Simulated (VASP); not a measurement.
# Co (P6_3/mmc) in VASP: a series of runs

The runs below take Co through single point, with PBE, revPBE+D4, PBE+D4, PBEsol+D3(BJ), revPBE.

All numbers are computed with VASP 6.6.1; they aren't measurements. Logs are shortened: lines on timing, memory, paths and dates and some standing lists are left out, and cuts for length are marked.

## Step 1: The cell of the first run

Symmetry: P6_3/mmc, No. 194, hexagonal system. Conventional cell: a = 2.454 Å, b = 2.454 Å, c = 8.034 Å, α = 90.00°, β = 90.00°, γ = 120.00°. Co (site symmetry -6m2) has 12 Co at 2.45 to 2.46 Å within 3.2 Å. Co (site symmetry -3m) has 12 Co at 2.45 to 2.46 Å within 3.2 Å.

## Step 2: Single point, PBE, collinear spin, ferromagnetic start

Input file INCAR:

```
PREC = Accurate
ENCUT = 520
EDIFF = 1E-6
ISMEAR = -1
SIGMA = 0.05
LREAL = F
LASPH = T
NELM = 150
ALGO = Fast
ISIF = 2
LWAVE = F
LCHARG = F
ISPIN = 2
MAGMOM = 2 2 2 2
LORBIT = 11
LMAXMIX = 4
GGA = PE
NBANDS = 30
```

Input file KPOINTS:

```
Automatic mesh
0
Gamma
  12 12 4
```

Input file POSCAR:

```
Co
1.0
    2.4539803297      0.0000000000      0.0000000000
   -1.2269901649      2.1252093060      0.0000000000
    0.0000000000      0.0000000000      8.0339487160
Co
4
Direct
    0.6666666667      0.3333333333      0.7500000000
    0.0000000000      0.0000000000      0.5000000000
    0.3333333333      0.6666666667      0.2500000000
    0.0000000000      0.0000000000      0.0000000000
```

Potentials or basis: VASP PAW PBE potentials, release 64 (Co).

On the command line:

```sh
> cat potpaw_PBE.64/Co/POTCAR > POTCAR
> mpirun -np 1 vasp_std > vasp.out
```

OUTCAR:

```text
PREC = Accurate
   ENCUT = 520
   EDIFF = 1E-6
   ISMEAR = -1
   LREAL = F
   LASPH = T
   NELM = 150
   ISIF = 2
   ISPIN = 2
   LORBIT = 11
   GGA = PE

 ion  position               nearest neighbor table
   1  0.667  0.333  0.750-   2 2.46   4 2.46   2 2.46   4 2.46   2 2.46   4 2.46
   2  0.000  0.000  0.500-   1 2.46   3 2.46   1 2.46   3 2.46   1 2.46   3 2.46
   3  0.333  0.667  0.250-   2 2.46   4 2.46   2 2.46   4 2.46   2 2.46   4 2.46
   4  0.000  0.000  0.000-   1 2.46   3 2.46   1 2.46   3 2.46   1 2.46   3 2.46

  LATTYP: Found a hexagonal cell.
 ALAT       =     2.4539803297
 C/A-ratio  =     3.2738439745

  Lattice vectors:

 A1 = (   2.4539803297,   0.0000000000,   0.0000000000)
 A2 = (  -1.2269901649,   2.1252093060,   0.0000000000)
 A3 = (   0.0000000000,   0.0000000000,   8.0339487160)

Analysis of symmetry for initial positions (statically):
=====================================================================
 Subroutine PRICEL returns:
 Original cell was already a primitive cell.

 Routine SETGRP: Setting up the symmetry group for a
 hexagonal supercell.

 Subroutine GETGRP returns: Found 24 space group operations
 (whereof 12 operations were pure point group operations)
 out of a pool of 24 trial point group operations.

The static configuration has the point symmetry D_3d.
 The point group associated with its full space group is D_6h.

Analysis of symmetry for dynamics (positions and initial velocities):
=====================================================================
 Subroutine PRICEL returns:
 Original cell was already a primitive cell.

 Routine SETGRP: Setting up the symmetry group for a
 hexagonal supercell.

 Subroutine GETGRP returns: Found 24 space group operations
 (whereof 12 operations were pure point group operations)
 out of a pool of 24 trial point group operations.

The dynamic configuration has the point symmetry D_3d.
 The point group associated with its full space group is D_6h.

Analysis of structural, dynamic, and magnetic symmetry:
=====================================================================
 Subroutine PRICEL returns:
 Original cell was already a primitive cell.

 Routine SETGRP: Setting up the symmetry group for a
 hexagonal supercell.

 Subroutine GETGRP returns: Found 24 space group operations
 (whereof 12 operations were pure point group operations)
 out of a pool of 24 trial point group operations.

The overall configuration has the point symmetry D_3d.
 The point group associated with its full space group is D_6h.

[... 123 lines left out ...]
  volume/ion in A,a.u.               =      10.47        70.69
  Fermi-wavevector in a.u.,A,eV,Ry     =   1.556354  2.941083 32.956545  2.422238
  Thomas-Fermi vector in A             =   2.660162
   LORBIT       =     11    0 simple, 1 ext, 2 COOP (PROOUT), +10 PAW based schemes
   GGA     = PE    functional components
   LHFCALC =     F    Hartree Fock is set to
   AEXX    =    0.0000 exact exchange contribution
   IVDW    =     0    specifies the selected vdW correction
   LEPSILON=     F    determine dielectric tensor
   LRPA    =     F    only Hartree local field effects (RPA)
 spin polarized calculation
 RMM-DIIS sequential band-by-band and
  energy-cutoff  :      520.00
  volume of cell :       41.90
 maximum number of plane-waves:      1151
   NGX =  9   NGY =  9   NGZ = 29

 number of electron      35.9999953 magnetization       6.4748450

 Free energy of the ion-electron system (eV)
  ---------------------------------------------------
  ext. energy  EPLUGINS =         0.00000000
  ---------------------------------------------------
  free energy    TOTEN  =       -28.08593442 eV

  energy without entropy =      -28.05080375  energy(sigma->0) =      -28.06836909

 E-fermi :  10.8223     XC(G=0): -13.6127

 val. band max:       10.8165984816   @ k =   0.2500   0.0833   0.2500
 cond. band min:      10.8238604301   @ k =   0.0833   0.0833   0.2500
 fundamental gap:      0.0072619486
 Fermi energy:        10.8223270315

 spin component 1

 k-point     1 :       0.0000    0.0000    0.0000
  band No.  band energies     occupation
      1       1.6375      1.00000
      2       3.8823      1.00000
      3       3.9081      1.00000
      4       5.4617      1.00000
      5       7.7135      1.00000
      6       7.7486      1.00000
[... 781 lines left out ...]
     29      25.8250      0.00000
     30      26.6872      0.00000

 [... further k-points ...]

 spin component 2

 k-point     1 :       0.0000    0.0000    0.0000
  band No.  band energies     occupation
      1       1.6584      1.00000
      2       3.9871      1.00000
      3       3.9910      1.00000
      4       6.3781      1.00000
      5       9.0357      1.00000
      6       9.0979      1.00000
[... 781 lines left out ...]
     29      26.2055      0.00000
     30      27.0972      0.00000

 [... further k-points ...]
[... 5 lines left out ...]
  --------------------------------------------------------------------------------------
  -------------------------------------------------------------------------------------
  Total        2.5536933      2.5536933      1.5273762     -0.0000000     -0.0000000      0.0000000
  in kB       97.6511767     97.6511767     58.4056352     -0.0000000     -0.0000000      0.0000000
  external PRESSURE =      84.5693295 kB  Pullay stress =       0.0000000 kB

 VOLUME and BASIS-vectors are now :
 -----------------------------------------------------------------------------
  energy-cutoff  :      520.00
  volume of cell :       41.90
      direct lattice vectors                 reciprocal lattice vectors
     2.453980330  0.000000000  0.000000000     0.407501229  0.235270944  0.000000000
    -1.226990165  2.125209306  0.000000000     0.000000000  0.470541888  0.000000000
     0.000000000  0.000000000  8.033948716     0.000000000  0.000000000  0.124471793

 POSITION                                       TOTAL-FORCE (eV/Angst)
 -----------------------------------------------------------------------------------
      1.22699      0.70840      6.02546         0.000000      0.000000     -0.000000
      0.00000      0.00000      4.01697         0.000000      0.000000     -0.000000
     -0.00000      1.41681      2.00849        -0.000000     -0.000000      0.000000
      0.00000      0.00000      0.00000         0.000000      0.000000     -0.000000
 -----------------------------------------------------------------------------------
    total drift:                                0.000000     -0.000000      0.000000

  FREE ENERGIE OF THE ION-ELECTRON SYSTEM (eV)
  ---------------------------------------------------
  free  energy   TOTEN  =       -28.0859344220 eV

  energy  without entropy=      -28.0508037516  energy(sigma->0) =      -28.06836909

 total charge

# of ion       s       p       d       tot
------------------------------------------
    1        0.505   0.557   7.279   8.340
    2        0.506   0.553   7.287   8.346
    3        0.505   0.557   7.279   8.340
    4        0.506   0.553   7.287   8.346
--------------------------------------------------
tot          2.022   2.218  29.132  33.373

 magnetization (x)

# of ion       s       p       d       tot
------------------------------------------
    1       -0.013  -0.052   1.705   1.640
    2       -0.014  -0.049   1.682   1.619
    3       -0.013  -0.052   1.705   1.640
    4       -0.014  -0.049   1.682   1.619
--------------------------------------------------
tot         -0.054  -0.201   6.773   6.519
```

OSZICAR:

```text
N       E                     dE             d eps       ncg     rms          rms(c)
DAV:   1     0.239538359529E+03    0.23954E+03   -0.15610E+04  6992   0.164E+03
DAV:   2    -0.168710770923E+02   -0.25641E+03   -0.23866E+03  6840   0.311E+02
DAV:   3    -0.318604761977E+02   -0.14989E+02   -0.14137E+02  7620   0.101E+02
DAV:   4    -0.321343338913E+02   -0.27386E+00   -0.27342E+00  8434   0.134E+01
DAV:   5    -0.321450255002E+02   -0.10692E-01   -0.10691E-01  9320   0.207E+00    0.219E+01
RMM:   6    -0.287061630804E+02    0.34389E+01   -0.23720E+01  7482   0.496E+01    0.998E+00
RMM:   7    -0.285652363198E+02    0.14093E+00   -0.32563E+00  7351   0.203E+01    0.115E+01
RMM:   8    -0.290982316833E+02   -0.53300E+00   -0.91816E-01  7425   0.896E+00    0.153E+01
RMM:   9    -0.281040773230E+02    0.99415E+00   -0.37747E-01  7440   0.619E+00    0.264E+00
RMM:  10    -0.280852663278E+02    0.18811E-01   -0.57484E-02  8075   0.149E+00    0.692E-01
RMM:  11    -0.280847923575E+02    0.47397E-03   -0.11887E-02  8747   0.701E-01    0.301E-01
RMM:  12    -0.280856328500E+02   -0.84049E-03   -0.21677E-03  9381   0.243E-01    0.164E-01
RMM:  13    -0.280859085248E+02   -0.27567E-03   -0.53998E-04  8209   0.151E-01    0.567E-02
RMM:  14    -0.280859442265E+02   -0.35702E-04   -0.24541E-04 10052   0.736E-02    0.700E-02
RMM:  15    -0.280859400674E+02    0.41591E-05   -0.26752E-05  9164   0.277E-02    0.442E-02
RMM:  16    -0.280859324884E+02    0.75790E-05   -0.85680E-06  8029   0.180E-02    0.984E-03
RMM:  17    -0.280859341142E+02   -0.16257E-05   -0.23739E-06  5379   0.963E-03    0.486E-03
RMM:  18    -0.280859344220E+02   -0.30788E-06   -0.84394E-07  4111   0.688E-03
   1 F= -.28085934E+02 E0= -.28068369E+02  d E =-.351307E-01  mag=     6.4746
```

Wall time 7.6 min (1 thread of Intel Xeon 8259CL, shared host); peak memory 0.23 GiB.

What came out:

```yaml
Free_energy: -28.0859 eV
Pressure: 8.5 GPa
Net_moment: 6.47 μB per cell
Site_moments: Co +1.64, +1.62 (each value once) μB
Valence_electrons_inside_the_program's_atomic_spheres: Co 8.34, 8.35 (each value once)
```

Caveat: the cell stands under pressure.

## Step 3: Single point, revPBE+D4, collinear spin, ferromagnetic start

This run uses another cell than the first one, of 10.60 Å³/atom.

Input file INCAR:

```
SYSTEM = Co
  ALGO = Normal
  EDIFF = 1E-7
  ENCUT = 520
  GGA = RE
  ISIF = 2
  ISMEAR = -1
  ISPIN = 2
  IVDW = 13
  LASPH = .True.
  LCHARG = .False.
  LMAXMIX = 4
  LORBIT = 11
  LREAL = .False.
  LWAVE = .False.
  MAGMOM = 2 2 2 2
  NBANDS = 30
  NELM = 150
  PREC = Accurate
  SIGMA = 0.05
```

Input file KPOINTS:

```
k-points
0
Gamma
  12 12 4
  0 0 0
```

Input file POSCAR:

```
Co
1.0
    2.4735327213      0.0000000000      0.0000000000
   -1.2367663607      2.1421421738      0.0000000000
    0.0000000000      0.0000000000      8.0012569091
Co
4
Direct
    0.6666666667      0.3333333333      0.7500000000
    0.0000000000      0.0000000000      0.5000000000
    0.3333333333      0.6666666667      0.2500000000
    0.0000000000      0.0000000000      0.0000000000
```

Potentials or basis: VASP PAW PBE potentials, release 64 (Co).

On the command line:

```sh
> cat potpaw_PBE.64/Co/POTCAR > POTCAR
> mpirun -np 1 vasp_std > vasp.out
```

Wall time 8.8 min (1 thread of Intel Xeon 8259CL, shared host); peak memory 0.23 GiB.

Results (log left out):

- Free energy: -29.4211 eV
- Pressure: -0.9 GPa
- Net moment: 6.58 μB per cell
- Site moments: Co +1.67, +1.65 (each value once) μB
- Valence electrons inside the program's atomic spheres: Co 8.32
- Dispersion energy per atom: -0.747 eV

Stress tensor (GPa, compression positive):
```
-0.86  0.00  0.00
 0.00 -0.86  0.00
 0.00  0.00 -0.95
```

Levels at points of the mesh, in eV from the Fermi level:
Spin up:
```csv
k point,band 19,band 20,band 21,band 22,band 23,band 24,band 25,band 26
"(0.00, 0.00, 0.00)",-1.56,-1.22,-1.22,-0.81,-0.81,-0.16,6.50,15.23
"(0.50, 0.00, 0.00)",-0.57,-0.55,0.25,1.39,2.49,3.13,7.10,7.12
"(0.00, 0.00, 0.50)",-1.71,-1.71,-0.99,-0.99,-0.99,-0.99,9.57,9.57
"(0.50, 0.00, 0.50)",-0.61,-0.61,1.24,1.24,2.83,2.83,7.47,7.47
```
Spin down:
```
           k point  band 12  band 13  band 14  band 15  band 16  band 17
(0.00, 0.00, 0.00)    -0.85    -0.85    -0.81    -0.81    -0.23     0.05
(0.50, 0.00, 0.00)    -0.12    -0.08     0.48     1.20     1.24     1.26
(0.00, 0.00, 0.50)    -1.06    -0.97    -0.97    -0.97    -0.97     0.24
(0.50, 0.00, 0.50)    -0.87    -0.23    -0.23     0.84     0.84     1.21
```

Caveat: the PAW data sets were made with another functional, which shifts forces and pressure a little.

## Step 4: Single point, PBE+D4, collinear spin, ferromagnetic start

This run uses another cell than the first one, of 10.69 Å³/atom.

Input file INCAR:

```
PREC     = Accurate       # precision mode
ENCUT    = 520            # plane-wave cutoff, eV
EDIFF    = 1E-7           # SCF threshold, eV
ISMEAR   = -1             # smearing method
SIGMA    = 0.05           # smearing width, eV
LREAL    = False          # projectors in reciprocal space
LASPH    = True           # aspherical terms in the spheres
NELM     = 150            # most SCF steps
ALGO     = Normal         # electronic algorithm
ISIF     = 2              # what is computed and relaxed
LWAVE    = False          # write WAVECAR
LCHARG   = False          # write CHGCAR
ISPIN    = 2              # spin polarisation
MAGMOM   = 2 2 2 2        # initial moments
LORBIT   = 11             # projections on sites
LMAXMIX  = 4              # l up to which the mixer works
GGA      = PE             # functional
IVDW     = 13             # dispersion correction
NBANDS   = 30             # bands
```

Input file KPOINTS:

```
regular mesh
0
Gamma
  12 12 4
```

Input file POSCAR:

```
Co
1.0
    2.4705617809      0.0000000000      0.0000000000
   -1.2352808905      2.1395692639      0.0000000000
    0.0000000000      0.0000000000      8.0882338000
Co
4
Direct
    0.6666666667      0.3333333333      0.7500000000
    0.0000000000      0.0000000000      0.5000000000
    0.3333333333      0.6666666667      0.2500000000
    0.0000000000      0.0000000000      0.0000000000
```

Potentials or basis: VASP PAW PBE potentials, release 64 (Co).

On the command line:

```sh
> cat potpaw_PBE.64/Co/POTCAR > POTCAR
> mpirun -np 1 vasp_std > vasp.out
```

OUTCAR:

```text
PREC = Accurate
   ENCUT = 520
   EDIFF = 1E-7
   ISMEAR = -1
   LREAL = False
   LASPH = True
   NELM = 150
   ISIF = 2
   ISPIN = 2
   LORBIT = 11
   GGA = PE
   IVDW = 13

 ion  position               nearest neighbor table
   1  0.667  0.333  0.750-   2 2.47   4 2.47   2 2.47   4 2.47   2 2.47   4 2.47
   2  0.000  0.000  0.500-   1 2.47   3 2.47   1 2.47   3 2.47   1 2.47   3 2.47
   3  0.333  0.667  0.250-   2 2.47   4 2.47   2 2.47   4 2.47   2 2.47   4 2.47
   4  0.000  0.000  0.000-   1 2.47   3 2.47   1 2.47   3 2.47   1 2.47   3 2.47

  LATTYP: Found a hexagonal cell.
[... 1821 lines left out ...]
     2.470561781  0.000000000  0.000000000     0.404766239  0.233691897  0.000000000
    -1.235280890  2.139569264  0.000000000     0.000000000  0.467383794  0.000000000
     0.000000000  0.000000000  8.088233800     0.000000000  0.000000000  0.123636386

 POSITION                                       TOTAL-FORCE (eV/Angst)
 -----------------------------------------------------------------------------------
      1.23528      0.71319      6.06618         0.000000      0.000000      0.000000
      0.00000      0.00000      4.04412        -0.000000      0.000000      0.000000
     -0.00000      1.42638      2.02206        -0.000000     -0.000000     -0.000000
      0.00000      0.00000      0.00000        -0.000000      0.000000      0.000000
 -----------------------------------------------------------------------------------
    total drift:                                0.000000     -0.000000      0.000000

  FREE ENERGIE OF THE ION-ELECTRON SYSTEM (eV)
  ---------------------------------------------------
  free  energy   TOTEN  =       -29.8548171467 eV

  energy  without entropy=      -29.8205072577  energy(sigma->0) =      -29.83766220

 total charge

# of ion       s       p       d       tot
------------------------------------------
    1        0.497   0.539   7.263   8.299
    2        0.497   0.535   7.272   8.304
    3        0.497   0.539   7.263   8.299
    4        0.497   0.535   7.272   8.304
--------------------------------------------------
tot          1.988   2.147  29.071  33.206

 magnetization (x)

# of ion       s       p       d       tot
------------------------------------------
    1       -0.013  -0.051   1.730   1.666
    2       -0.013  -0.048   1.708   1.646
    3       -0.013  -0.051   1.730   1.666
    4       -0.013  -0.048   1.708   1.646
--------------------------------------------------
tot         -0.052  -0.199   6.876   6.625
```

Wall time 9.3 min (1 thread of Intel Xeon 8259CL, shared host); peak memory 0.23 GiB.

What came out:

* Free energy: -29.8548 eV
* Pressure: -2.3 GPa
* Net moment: 6.57 μB per cell
* Site moments: Co +1.67, +1.65 (each value once) μB
* Valence electrons inside the program's atomic spheres: Co 8.30
* Dispersion energy per atom: -0.434 eV

Levels at points of the mesh, in eV from the Fermi level:
Spin up:
```
           k point  band 19  band 20  band 21  band 22  band 23  band 24  band 25  band 26
(0.00, 0.00, 0.00)    -1.52    -1.20    -1.20    -0.81    -0.81    -0.29     6.25    14.81
(0.50, 0.00, 0.00)    -0.55    -0.53     0.28     1.39     2.50     3.13     7.05     7.07
(0.00, 0.00, 0.50)    -1.67    -1.67    -0.98    -0.98    -0.98    -0.98     9.25     9.25
(0.50, 0.00, 0.50)    -0.57    -0.57     1.25     1.25     2.82     2.82     7.40     7.40
```
Spin down:
```tsv
k point	band 10	band 11	band 12	band 13	band 14	band 15	band 16	band 17	band 18	band 19
(0.00, 0.00, 0.00)	-1.13	-1.13	-0.84	-0.84	-0.80	-0.80	-0.33	0.07	0.07	0.42
(0.50, 0.00, 0.00)	-1.13	-0.81	-0.09	-0.05	0.52	1.21	1.23	1.24	1.26	1.31
(0.00, 0.00, 0.50)	-1.04	-1.04	-1.04	-0.94	-0.94	-0.94	-0.94	0.25	0.25	0.25
(0.50, 0.00, 0.50)	-0.85	-0.84	-0.84	-0.24	-0.24	0.83	0.83	1.22	1.22	1.33
```

[end of part 1 of 2]
